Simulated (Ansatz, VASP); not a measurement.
**NaH: VASP beside Ansatz**

```
Na H
1.0
     0.00000    2.34554    2.34554
     2.34554    0.00000    2.34554
     2.34554    2.34554    0.00000
Na H
1 1
Cartesian
  0.0000 0.0000 0.0000
  2.3455 2.3455 2.3455
```

Alike in both runs: functional LDA; k mesh 12 × 12 × 12; occupations fermi-dirac, width 0.05 eV; no spin polarisation.

Ansatz relaxed the structure, and its values are those at the end. VASP's run is a single point on that final structure, the one shown.

|  | VASP | Ansatz |
| --- | --- | --- |
| version | VASP 6.6.1 | Ansatz 0.2.0 |
| potentials or method | VASP PAW LDA potentials, release 64 (Na_pv, H) | PAW with Ansatz's default frozen-core files, scalar-relativistic |
| plane-wave cutoff (eV) | 520 | 420 |
| valence electrons in the cell | 8 | 10 |

```csv
,VASP,Ansatz,Ansatz less VASP
pressure (GPa),-0.1,0.0,+0.05
```

LDA's correlation is that of Perdew and Zunger in VASP and of Perdew and Wang (1992) in Ansatz. VASP's potentials hold 8 valence electrons a cell and Ansatz's 10, so a difference there can come from the potentials and not from the codes.
